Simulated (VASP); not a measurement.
# TiTe2 (P-3m1) in VASP: notebook, part 2 of 2

VASP 6.6.1. Earlier steps stand in the parts before.

## (4) Single point, PBE+D3(BJ)

This run uses another cell than the first one, of 23.35 Å³/atom.

Input file INCAR:

```
  PREC = Accurate
  ENCUT = 520
  EDIFF = 1E-6
  ISMEAR = 0
  SIGMA = 0.03
  LREAL = False
  LASPH = True
  NELM = 80
  ALGO = Normal
  ISIF = 2
  LWAVE = False
  LCHARG = False
  GGA = PE
  IVDW = 12
  NBANDS = 19
```

Input file KPOINTS:

```
regular mesh
0
Gamma
  12 12 8
```

Input file POSCAR:

```
TiTe2
1.0
    3.6119145200      0.0000000000      0.0000000000
   -1.8059572600      3.1280097306      0.0000000000
    0.0000000000      0.0000000000      6.1991815386
Ti Te
1 2
Direct
    0.0000000000      0.0000000000      0.0000000000
    0.3333333333      0.6666666667      0.2801764408
    0.6666666667      0.3333333333      0.7198235592
```

Potentials or basis: VASP PAW PBE potentials, release 64 (Ti_sv, Te).

Launch:

```bash
cat potpaw_PBE.64/Ti_sv/POTCAR potpaw_PBE.64/Te/POTCAR > POTCAR
mpirun -np 1 vasp_std > vasp.out
```

OUTCAR:

```text
PREC = Accurate
   ENCUT = 520
   EDIFF = 1E-6
   ISMEAR = 0
   LREAL = False
   LASPH = True
   NELM = 80
   ISIF = 2
   GGA = PE
   IVDW = 12
 IVDW          = 12

 ion  position               nearest neighbor table
   1  0.000  0.000  0.000-   2 2.71   3 2.71   2 2.71   3 2.71   3 2.71   2 2.71
   2  0.333  0.667  0.280-   1 2.71   1 2.71   1 2.71   3 3.43   3 3.43   3 3.43
   3  0.667  0.333  0.720-   1 2.71   1 2.71   1 2.71   2 3.43   2 3.43   2 3.43

  LATTYP: Found a hexagonal cell.
 ALAT       =     3.6119145200
 C/A-ratio  =     1.7163145762

  Lattice vectors:

 A1 = (   3.6119145200,   0.0000000000,   0.0000000000)
 A2 = (  -1.8059572600,   3.1280097306,   0.0000000000)
 A3 = (   0.0000000000,   0.0000000000,   6.1991815386)

Analysis of symmetry for initial positions (statically):
=====================================================================
 Subroutine PRICEL returns:
 Original cell was already a primitive cell.

 Routine SETGRP: Setting up the symmetry group for a
 hexagonal supercell.

 Subroutine GETGRP returns: Found 12 space group operations
 (whereof 12 operations were pure point group operations)
 out of a pool of 24 trial point group operations.

The static configuration has the point symmetry D_3d.

Analysis of symmetry for dynamics (positions and initial velocities):
=====================================================================
 Subroutine PRICEL returns:
 Original cell was already a primitive cell.

 Routine SETGRP: Setting up the symmetry group for a
 hexagonal supercell.

 Subroutine GETGRP returns: Found 12 space group operations
 (whereof 12 operations were pure point group operations)
 out of a pool of 24 trial point group operations.

The dynamic configuration has the point symmetry D_3d.

 Subroutine INISYM returns: Found 12 space group operations
 (whereof 12 operations are pure point group operations),
 and found     1 'primitive' translations

----------------------------------------------------------------------------------------

                                     Primitive cell

  volume of cell :      70.0390

  direct lattice vectors                    reciprocal lattice vectors
     3.611914520  0.000000000  0.000000000     0.276861480  0.159846050  0.000000000
    -1.805957260  3.128009731  0.000000000     0.000000000  0.319692100  0.000000000
     0.000000000  0.000000000  6.199181539     0.000000000  0.000000000  0.161311617

  length of vectors
     3.611914520  3.611914520  6.199181539     0.319692100  0.319692100  0.161311617

  position of ions in fractional coordinates (direct lattice)
     0.000000000  0.000000000  0.000000000
     0.333333333  0.666666667  0.280176441
     0.666666667  0.333333333  0.719823559

  ion indices of the primitive-cell ions
   primitive index   ion index
                 1           1
                 2           2
                 3           3

----------------------------------------------------------------------------------------

 KPOINTS: regular mesh

Automatic generation of k-mesh.
 Grid dimensions read from file:
 generate k-points for:   12   12    8

 Generating k-lattice:

  Cartesian coordinates                     Fractional coordinates (reciprocal lattice)
     0.023071790  0.013320504  0.000000000     0.083333333  0.000000000  0.000000000
     0.000000000  0.026641008  0.000000000     0.000000000  0.083333333  0.000000000
     0.000000000  0.000000000  0.020163952     0.000000000  0.000000000  0.125000000

  Length of vectors
     0.026641008  0.026641008  0.020163952

  Shift w.r.t. Gamma in fractional coordinates (k-lattice)
     0.000000000  0.000000000  0.000000000

 Subroutine IBZKPT returns following result:
 ===========================================

 Found    131 irreducible k-points:

 Following reciprocal coordinates:
            Coordinates               Weight
  0.000000  0.000000  0.000000      1.000000
  0.083333  0.000000  0.000000      6.000000
  0.166667  0.000000  0.000000      6.000000
  0.250000  0.000000  0.000000      6.000000
  0.333333  0.000000  0.000000      6.000000
  0.416667  0.000000  0.000000      6.000000
[... 16 lines left out ...]
  0.166667  0.000000  0.125000      6.000000
  0.000000  0.166667  0.125000      6.000000
 [... further k-points ...]
   k-points           NKPTS =    131   k-points in BZ     NKDIM =    131   number of bands    NBANDS=     19
   number of dos      NEDOS =    301   number of ions     NIONS =      3
   total plane-waves  NPLWV =  37632
   dimension x,y,z NGX =    28 NGY =   28 NGZ =   48
   dimension x,y,z NGXF=    56 NGYF=   56 NGZF=   96
   ions per type =               1   2
   NGX,Y,Z   is equivalent  to a cutoff of  12.89, 12.89, 12.87 a.u.
   NGXF,Y,Z  is equivalent  to a cutoff of  25.78, 25.78, 25.74 a.u.
 SYSTEM =  unknown system
   PREC   = accura    normal or accurate (medium, high low for compatibility)
   ISTART =      0    job   : 0-new  1-cont  2-samecut
   ICHARG =      2    charge: 1-file 2-atom 10-const
   ISPIN  =      1    spin polarized calculation?
   LNONCOLLINEAR =      F non collinear calculations
   LSORBIT =      F    spin-orbit coupling
   LASPH  =      T    aspherical Exc in radial PAW
   ENCUT  =  520.0 eV  38.22 Ry    6.18 a.u.   6.72  6.72 11.53*2*pi/ulx,y,z
   NELM   =     80;   NELMIN=  2; NELMDL= -5     # of ELM steps
   EDIFF  = 0.1E-05   stopping-criterion for ELM
   LREAL  =      F    real-space projection
   EDIFFG = 0.1E-04   stopping-criterion for IOM
   NSW    =      0    number of steps for IOM
   IBRION =     -1    ionic relax: 0-MD 1-quasi-New 2-CG
   NFREE  =      0    steps in history (QN), initial steepest desc. (CG)
   ISIF   =      2    stress and relaxation
   ISYM   =      2    0-nonsym 1-usesym 2-fastsym
   POTIM  = 0.5000    time-step for ionic-motion
   TEBEG  =    0.0;   TEEND  =   0.0 temperature during run
   PSTRESS=    0.0 pullay stress
   NELECT =      24.0000    total number of electrons
   NUPDOWN=      -1.0000    fix difference up-down
   EMIN   =  10.00;   EMAX   =-10.00  energy-range for DOS
   EFERMI =   0.00;   METHOD = LEGACY
   ISMEAR =     0;   SIGMA  =   0.03  broadening in eV -4-tet -1-fermi 0-gaus
   EFERMI_NEDOS =   21; number of points for ismear=-14 and -15
   IALGO  =     38    algorithm
   IMIX   =      4    mixing-type and parameters
     AMIX     =   0.40;   BMIX     =  1.00
     AMIX_MAG =   1.60;   BMIX_MAG =  1.00
  volume/ion in A,a.u.               =      23.35       157.55
  Fermi-wavevector in a.u.,A,eV,Ry     =   1.145597  2.164865 17.856190  1.312393
  Thomas-Fermi vector in A             =   2.282285
   LORBIT       =      0    0 simple, 1 ext, 2 COOP (PROOUT), +10 PAW based schemes
   GGA     = PE    functional components
   LHFCALC =     F    Hartree Fock is set to
   AEXX    =    0.0000 exact exchange contribution
   IVDW    =    12    specifies the selected vdW correction
   LEPSILON=     F    determine dielectric tensor
   LRPA    =     F    only Hartree local field effects (RPA)
 non-spin polarized calculation
 Gauss-broadening in eV      SIGMA  =   0.03
  energy-cutoff  :      520.00
  volume of cell :       70.04
 maximum number of plane-waves:      1919
 NGX is ok and might be reduce to    28
   NGX = 13   NGY = 13   NGZ = 23

 number of electron      23.9999999 magnetization

 Free energy of the ion-electron system (eV)
  ---------------------------------------------------
  ext. energy  EPLUGINS =         0.00000000
  ---------------------------------------------------
  free energy    TOTEN  =       -15.96214985 eV

  energy without entropy =      -15.96179300  energy(sigma->0) =      -15.96197142

 E-fermi :   8.6142     XC(G=0): -10.5533

 val. band max:        8.6032929269   @ k =   0.4167   0.0000   0.2500
 cond. band min:       8.6271849918   @ k =   0.3333   0.0000   0.0000
 fundamental gap:      0.0238920649
 Fermi energy:         8.6141925749

 k-point     1 :       0.0000    0.0000    0.0000
  band No.  band energies     occupation
      1     -48.5982      2.00000
      2     -24.8725      2.00000
      3     -24.8725      2.00000
      4     -24.8520      2.00000
      5      -4.6811      2.00000
      6      -2.6090      2.00000
[... 11 lines left out ...]
     18      13.9576      0.00000
     19      15.5326      0.00000
[... 489 lines left out ...]
      3     -24.8765      2.00000
      4     -24.8478      2.00000
      5      -4.2718      2.00000
      6      -2.5160      2.00000
[... 11 lines left out ...]
     18      14.6242      0.00000
     19      15.6406      0.00000

 [... further k-points ...]

------------------------ aborting loop because EDIFF is reached ----------------------------------------

 Edisp (eV)   -1.69194

 E8    (eV) :    -0.7828

  FORCE on cell =-STRESS in cart. coord.  units (eV):
  Direction    XX          YY          ZZ          XY          YZ          ZX
  --------------------------------------------------------------------------------------
  -------------------------------------------------------------------------------------
  Total       1.71482     1.71482     1.71816     0.00000     0.00000     0.00000
  in kB      39.22728    39.22728    39.30382     0.00000     0.00000     0.00000
  external pressure =       39.25 kB  Pullay stress =        0.00 kB

 VOLUME and BASIS-vectors are now :
 -----------------------------------------------------------------------------
  energy-cutoff  :      520.00
  volume of cell :       70.04
      direct lattice vectors                 reciprocal lattice vectors
     3.611914520  0.000000000  0.000000000     0.276861480  0.159846050  0.000000000
    -1.805957260  3.128009731  0.000000000     0.000000000  0.319692100  0.000000000
     0.000000000  0.000000000  6.199181539     0.000000000  0.000000000  0.161311617

 POSITION                                       TOTAL-FORCE (eV/Angst)
 -----------------------------------------------------------------------------------
      0.00000      0.00000      0.00000         0.000000      0.000000      0.000000
     -0.00000      2.08534      1.73686         0.000000     -0.000000      0.011819
      1.80596      1.04267      4.46232        -0.000000      0.000000     -0.011819
 -----------------------------------------------------------------------------------
    total drift:                               -0.000000      0.000000      0.000000

  FREE ENERGIE OF THE ION-ELECTRON SYSTEM (eV)
  ---------------------------------------------------
  free  energy   TOTEN  =       -17.6540913825 eV

  energy  without entropy=      -17.6537345347  energy(sigma->0) =      -17.65391296
```

OSZICAR:

```text
N       E                     dE             d eps       ncg     rms          rms(c)
DAV:   1     0.182244266560E+03    0.18224E+03   -0.10947E+04  4978   0.121E+03
DAV:   2    -0.137183788656E+01   -0.18362E+03   -0.17851E+03  5194   0.307E+02
DAV:   3    -0.170768070946E+02   -0.15705E+02   -0.15320E+02  7427   0.839E+01
DAV:   4    -0.176342896617E+02   -0.55748E+00   -0.55506E+00  6465   0.147E+01
DAV:   5    -0.176523248593E+02   -0.18035E-01   -0.18028E-01  7074   0.263E+00    0.130E+01
DAV:   6    -0.175047299797E+02    0.14759E+00   -0.26170E+01  5680   0.341E+01    0.108E+01
DAV:   7    -0.161325522587E+02    0.13722E+01   -0.18283E+01  6152   0.260E+01    0.504E+00
DAV:   8    -0.159586430666E+02    0.17391E+00   -0.11785E+00  5917   0.792E+00    0.160E+00
DAV:   9    -0.159663292188E+02   -0.76862E-02   -0.61860E-02  6924   0.157E+00    0.111E+00
DAV:  10    -0.159621731738E+02    0.41560E-02   -0.44895E-02  5783   0.163E+00    0.434E-01
DAV:  11    -0.159623948656E+02   -0.22169E-03   -0.44243E-03  5844   0.525E-01    0.251E-01
DAV:  12    -0.159621636164E+02    0.23125E-03   -0.19387E-03  5917   0.307E-01    0.769E-02
DAV:  13    -0.159621508320E+02    0.12784E-04   -0.74781E-05  5770   0.776E-02    0.240E-02
DAV:  14    -0.159621498469E+02    0.98512E-06   -0.61594E-06  6021   0.159E-02
   1 F= -.17654091E+02 E0= -.17653913E+02  d E =-.356848E-03
```

stdout:

```text
POSCAR found type information on POSCAR TiTe
 POSCAR found :  2 types and       3 ions
 scaLAPACK will be used
 LDA part: xc-table for (Slater+PW92), standard interpolation
 POSCAR, INCAR and KPOINTS ok, starting setup
 FFT: planning ... GRIDC
 FFT: planning ... GRID_SOFT
 FFT: planning ... GRID
 WAVECAR not read
 entering main loop
```

Wall time 3.1 min (1 thread of Intel Xeon 8259CL, shared host); peak memory 0.32 GiB.

Results:

* Free energy: -17.6541 eV
* Pressure: 3.9 GPa
* Largest force: 0.012 eV/Å
* Band gap on the k mesh: zero (bands 12 and 13 overlap by 0.87 eV)
* Dispersion energy per atom: -0.564 eV

Forces on the atoms (eV/Å):
```
Ti   0.000  0.000  0.000
Te   0.000  0.000  0.012
Te   0.000  0.000 -0.012
```

Caveat: the cell stands under pressure; spin-orbit coupling is left out, which moves the levels of the heavy elements.

## (5) Summary

| cell | gap on the mesh (eV) | pressure (GPa) | largest force (eV/Å) |
| --- | --- | --- | --- |
| a = 3.545, b = 3.545, c = 6.099 Å, angles 90.0, 90.0, 120.0°, 3 atoms, atomic positions A | none | 7.9 | 0.01 |
| a = 3.577, b = 3.577, c = 6.143 Å, angles 90.0, 90.0, 120.0°, 3 atoms, atomic positions B | none | 5.9 | 0.01 |
| a = 3.612, b = 3.612, c = 6.199 Å, angles 90.0, 90.0, 120.0°, 3 atoms, atomic positions C | none | 3.9 | 0.01 |

Alike in all rows: task single point; level PBE+D3(BJ); potentials or basis VASP PAW PBE potentials, release 64 (Ti_sv, Te); no spin polarisation; k mesh 12 × 12 × 8; cutoff (eV) 520; smearing gaussian 0.03 eV.

Caveats: the cell stands under pressure; spin-orbit coupling is left out, which moves the levels of the heavy elements.

Total energies depend on the potentials used, so only differences within one code and one set of settings carry meaning.
